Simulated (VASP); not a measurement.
# Ag (Fm-3m) in VASP: relaxation of cell and atoms with PBE

Aim: the relaxation of cell and atoms of Ag with PBE.

Everything below comes from runs of VASP 6.6.1. Logs are shortened: lines on timing, memory, paths and dates and some standing lists are left out, and cuts for length are marked.

### 1 The cell of the first run

It takes space group Fm-3m (No. 225, cubic). Conventional cell: a = 3.470 Å, b = 3.470 Å, c = 3.470 Å, α = 90.00°, β = 90.00°, γ = 90.00°. Ag (site symmetry m-3m) has 12 Ag at 2.45 Å within 3.2 Å.

### 2 Relaxation of cell and atoms, PBE, target pressure 220 GPa, at which the enthalpy is minimised

INCAR reads:

```
  PREC = Accurate
  ENCUT = 600
  EDIFF = 1E-7
  ISMEAR = -1
  SIGMA = 0.1
  LREAL = False
  LASPH = True
  NELM = 60
  ALGO = Normal
  ISIF = 3
  LWAVE = False
  LCHARG = False
  GGA = PE
  IBRION = 2
  NSW = 32
  EDIFFG = -0.005
  PSTRESS = 2200.0
```

KPOINTS reads:

```
regular mesh
0
Gamma
  19 19 19
```

POSCAR reads:

```
Ag
1.0
    0.0000000000      1.7349609359      1.7349609359
    1.7349609359      0.0000000000      1.7349609359
    1.7349609359      1.7349609359      0.0000000000
Ag
1
Direct
    0.0000000000      0.0000000000      0.0000000000
```

Potentials or basis: VASP PAW PBE potentials, release 64 (Ag).

The run is started by

```console
$ cat potpaw_PBE.64/Ag/POTCAR > POTCAR
$ mpirun -np 1 vasp_std > vasp.out
```

OUTCAR:

```text
PREC = Accurate
   ENCUT = 600
   EDIFF = 1E-7
   ISMEAR = -1
   LREAL = False
   LASPH = True
   NELM = 60
   ISIF = 3
   GGA = PE
   IBRION = 2
   NSW = 32
   EDIFFG = -0.005
   PSTRESS = 2200.0

 ion  position               nearest neighbor table
   1  0.000  0.000  0.000-

  LATTYP: Found a face centered cubic cell.
 ALAT       =     3.4699218718

  Lattice vectors:

 A1 = (   0.0000000000,   1.7349609359,   1.7349609359)
 A2 = (   1.7349609359,   0.0000000000,   1.7349609359)
 A3 = (   1.7349609359,   1.7349609359,   0.0000000000)

Analysis of symmetry for initial positions (statically):
=====================================================================
 Subroutine PRICEL returns:
 Original cell was already a primitive cell.

 Routine SETGRP: Setting up the symmetry group for a
 face centered cubic supercell.

 Subroutine GETGRP returns: Found 48 space group operations
 (whereof 48 operations were pure point group operations)
 out of a pool of 48 trial point group operations.

The static configuration has the point symmetry O_h .

Analysis of symmetry for dynamics (positions and initial velocities):
=====================================================================
 Subroutine PRICEL returns:
 Original cell was already a primitive cell.

 Routine SETGRP: Setting up the symmetry group for a
 face centered cubic supercell.

 Subroutine GETGRP returns: Found 48 space group operations
 (whereof 48 operations were pure point group operations)
 out of a pool of 48 trial point group operations.

The dynamic configuration has the point symmetry O_h .

 Subroutine INISYM returns: Found 48 space group operations
 (whereof 48 operations are pure point group operations),
 and found     1 'primitive' translations

----------------------------------------------------------------------------------------

                                     Primitive cell

  volume of cell :      10.4448

  direct lattice vectors                    reciprocal lattice vectors
     0.000000000  1.734960936  1.734960936    -0.288190927  0.288190927  0.288190927
     1.734960936  0.000000000  1.734960936     0.288190927 -0.288190927  0.288190927
     1.734960936  1.734960936  0.000000000     0.288190927  0.288190927 -0.288190927

  length of vectors
     2.453605286  2.453605286  2.453605286     0.499161327  0.499161327  0.499161327

  position of ions in fractional coordinates (direct lattice)
     0.000000000  0.000000000  0.000000000

  ion indices of the primitive-cell ions
   primitive index   ion index
                 1           1

----------------------------------------------------------------------------------------

 KPOINTS: regular mesh

Automatic generation of k-mesh.
 Grid dimensions read from file:
 generate k-points for:   19   19   19

 Generating k-lattice:

  Cartesian coordinates                     Fractional coordinates (reciprocal lattice)
    -0.015167944  0.015167944  0.015167944     0.052631579  0.000000000  0.000000000
     0.015167944 -0.015167944  0.015167944     0.000000000  0.052631579  0.000000000
     0.015167944  0.015167944 -0.015167944     0.000000000  0.000000000  0.052631579

  Length of vectors
     0.026271649  0.026271649  0.026271649

  Shift w.r.t. Gamma in fractional coordinates (k-lattice)
     0.000000000  0.000000000  0.000000000

 Subroutine IBZKPT returns following result:
 ===========================================

 Found    220 irreducible k-points:

 Following reciprocal coordinates:
            Coordinates               Weight
  0.000000  0.000000  0.000000      1.000000
  0.052632  0.000000  0.000000      8.000000
  0.105263  0.000000  0.000000      8.000000
  0.157895  0.000000  0.000000      8.000000
  0.210526  0.000000  0.000000      8.000000
  0.263158  0.000000  0.000000      8.000000
[... 16 lines left out ...]
 -0.315789  0.052632  0.000000     24.000000
 -0.263158  0.052632  0.000000     24.000000
 [... further k-points ...]
   k-points           NKPTS =    220   k-points in BZ     NKDIM =    220   number of bands    NBANDS=      9
   number of dos      NEDOS =    301   number of ions     NIONS =      1
   total plane-waves  NPLWV =   8000
   dimension x,y,z NGX =    20 NGY =   20 NGZ =   20
   dimension x,y,z NGXF=    40 NGYF=   40 NGZF=   40
   ions per type =               1
   NGX,Y,Z   is equivalent  to a cutoff of  13.55, 13.55, 13.55 a.u.
   NGXF,Y,Z  is equivalent  to a cutoff of  27.10, 27.10, 27.10 a.u.
 SYSTEM =  unknown system
   PREC   = accura    normal or accurate (medium, high low for compatibility)
   ISTART =      0    job   : 0-new  1-cont  2-samecut
   ICHARG =      2    charge: 1-file 2-atom 10-const
   ISPIN  =      1    spin polarized calculation?
   LNONCOLLINEAR =      F non collinear calculations
   LSORBIT =      F    spin-orbit coupling
   LASPH  =      T    aspherical Exc in radial PAW
   ENCUT  =  600.0 eV  44.10 Ry    6.64 a.u.   4.90  4.90  4.90*2*pi/ulx,y,z
   NELM   =     60;   NELMIN=  2; NELMDL= -5     # of ELM steps
   EDIFF  = 0.1E-06   stopping-criterion for ELM
   LREAL  =      F    real-space projection
   EDIFFG = -.5E-02   stopping-criterion for IOM
   NSW    =     32    number of steps for IOM
   IBRION =      2    ionic relax: 0-MD 1-quasi-New 2-CG
   NFREE  =      1    steps in history (QN), initial steepest desc. (CG)
   ISIF   =      3    stress and relaxation
   ISYM   =      2    0-nonsym 1-usesym 2-fastsym
   POTIM  = 0.5000    time-step for ionic-motion
   TEBEG  =    0.0;   TEEND  =   0.0 temperature during run
   PSTRESS= 2200.0 pullay stress
   NELECT =      11.0000    total number of electrons
   NUPDOWN=      -1.0000    fix difference up-down
   EMIN   =  10.00;   EMAX   =-10.00  energy-range for DOS
   EFERMI =   0.00;   METHOD = LEGACY
   ISMEAR =    -1;   SIGMA  =   0.10  broadening in eV -4-tet -1-fermi 0-gaus
   EFERMI_NEDOS =   21; number of points for ismear=-14 and -15
   IALGO  =     38    algorithm
   IMIX   =      4    mixing-type and parameters
     AMIX     =   0.40;   BMIX     =  1.00
     AMIX_MAG =   1.60;   BMIX_MAG =  1.00
  volume/ion in A,a.u.               =      10.44        70.48
  Fermi-wavevector in a.u.,A,eV,Ry     =   1.665608  3.147542 37.745945  2.774249
  Thomas-Fermi vector in A             =   2.751948
   LORBIT       =      0    0 simple, 1 ext, 2 COOP (PROOUT), +10 PAW based schemes
   GGA     = PE    functional components
   LHFCALC =     F    Hartree Fock is set to
   AEXX    =    0.0000 exact exchange contribution
   IVDW    =     0    specifies the selected vdW correction
   LEPSILON=     F    determine dielectric tensor
   LRPA    =     F    only Hartree local field effects (RPA)
 conjugate gradient relaxation of ions
 non-spin polarized calculation
  energy-cutoff  :      600.00
  volume of cell :       10.44
 maximum number of plane-waves:       360
   NGX =  9   NGY =  9   NGZ =  9

--------------------------------------- Ionic step        1  -------------------------------------------

 number of electron      11.0000000 magnetization

 Free energy of the ion-electron system (eV)
  ---------------------------------------------------
  ext. energy  EPLUGINS =         0.00000000
  ---------------------------------------------------
  free energy    TOTEN  =         0.12871069 eV

  energy without entropy =        0.13436032  energy(sigma->0) =        0.13153550

------------------------ aborting loop because EDIFF is reached ----------------------------------------

  FORCE on cell =-STRESS in cart. coord.  units (eV):
  Direction    XX          YY          ZZ          XY          YZ          ZX
  --------------------------------------------------------------------------------------
  -------------------------------------------------------------------------------------
  Total       14.2782411     14.2782411     14.2782411      0.0000000      0.0000000     -0.0000000
  in kB     2190.2122156   2190.2122156   2190.2122156      0.0000000      0.0000000     -0.0000000
  external PRESSURE =      -9.7877844 kB  Pullay stress =    2200.0000000 kB
[... 59 lines left out ...]
  enthalpy is  TOTEN    =        14.4729829219 eV   P V=       14.2100107938

--------------------------------------- Ionic step        3  -------------------------------------------

 number of electron      11.0000000 magnetization

 Free energy of the ion-electron system (eV)
  ---------------------------------------------------
  ext. energy  EPLUGINS =         0.00000000
  ---------------------------------------------------
  free energy    TOTEN  =         0.14278426 eV

  energy without entropy =        0.14843049  energy(sigma->0) =        0.14560738

 E-fermi :  18.0605     XC(G=0): -15.3975

 val. band max:       18.0133680206   @ k =  -0.3684   0.1579   0.0526
 cond. band min:      18.0688120621   @ k =   0.4737   0.4211   0.0526
 fundamental gap:      0.0554440416
 Fermi energy:        18.0605217730

 k-point     1 :       0.0000    0.0000    0.0000
  band No.  band energies     occupation
      1       5.3825      2.00000
      2      10.0629      2.00000
      3      10.0629      2.00000
      4      10.0629      2.00000
      5      12.4759      2.00000
      6      12.4759      2.00000
      7      33.4054      0.00000
      8      40.0724      0.00000
      9      40.0724      0.00000
[... 265 lines left out ...]
 k-point    24 :      -0.2632    0.0526    0.0000
  band No.  band energies     occupation
      1       7.3298      2.00000
      2      10.3248      2.00000
      3      10.4879      2.00000
      4      10.7358      2.00000
      5      12.5871      2.00000
      6      13.4665      2.00000
      7      31.5343      0.00000
      8      35.1149      0.00000
      9      42.1555      0.00000

 [... further k-points ...]

------------------------ aborting loop because EDIFF is reached ----------------------------------------

  FORCE on cell =-STRESS in cart. coord.  units (eV):
  Direction    XX          YY          ZZ          XY          YZ          ZX
  --------------------------------------------------------------------------------------
  -------------------------------------------------------------------------------------
  Total       14.3290191     14.3290191     14.3290191      0.0000000      0.0000000      0.0000000
  in kB     2200.1653935   2200.1653935   2200.1653935      0.0000000      0.0000000      0.0000000
  external PRESSURE =       0.1653935 kB  Pullay stress =    2200.0000000 kB
[... 16 lines left out ...]
  FREE ENERGIE OF THE ION-ELECTRON SYSTEM (eV)
  ---------------------------------------------------
  free  energy   TOTEN  =         0.1427842647 eV

  energy  without entropy=        0.1484304891  energy(sigma->0) =        0.14560738

  enthalpy is  TOTEN    =        14.4707262454 eV   P V=       14.3279419806

 reached required accuracy - stopping structural energy minimisation
```

It took 19 s on 1 thread of Intel Xeon 6975P-C (Granite Rapids), shared host; peak memory 0.15 GiB.

What came out:

```
Free energy                                                : 0.1428 eV
Relaxed volume                                             : 10.43 Å³/atom
Relaxed cell                                               : a = 2.453 Å, b = 2.453 Å, c = 2.453 Å, α = 60.00°, β = 60.00°, γ = 60.00°
Space group after relaxing (to 0.1 Å)                      : Fm-3m (No. 225)
Energy change on relaxing (the run minimises the enthalpy) : +14.1 meV/atom
Ionic steps                                                : 3
Pressure after relaxing                                    : 220.0 GPa
Band gap on the k mesh                                     : zero (an odd number of electrons rules out a gap without spin polarisation)
```

Step by step:
```
step  energy change (eV)  largest force (eV/Å)  pressure (GPa)  volume (Å³)
   1              0.0000                0.0000          219.02        10.44
   2              0.1343                0.0000          228.54        10.35
   3              0.0141                0.0000          220.02        10.43
```

Final structure:
```
CELL_PARAMETERS angstrom
0.00000 1.73439 1.73439
1.73439 0.00000 1.73439
1.73439 1.73439 0.00000
ATOMIC_POSITIONS crystal
Ag 0.00000 0.00000 0.00000
```

Levels at points of the mesh, in eV from the Fermi level:
| k point | band 3 | band 4 | band 5 | band 6 | band 7 | band 8 | band 9 |
| --- | --- | --- | --- | --- | --- | --- | --- |
| (0.00, 0.00, 0.00) | -8.00 | -8.00 | -5.58 | -5.58 | 15.34 | 22.01 | 22.01 |

Caveat: the cell is relaxed towards a set pressure, so the run minimises the enthalpy, not the energy.

The gap in the log of VASP goes by the Fermi energy; the results here count the filled bands.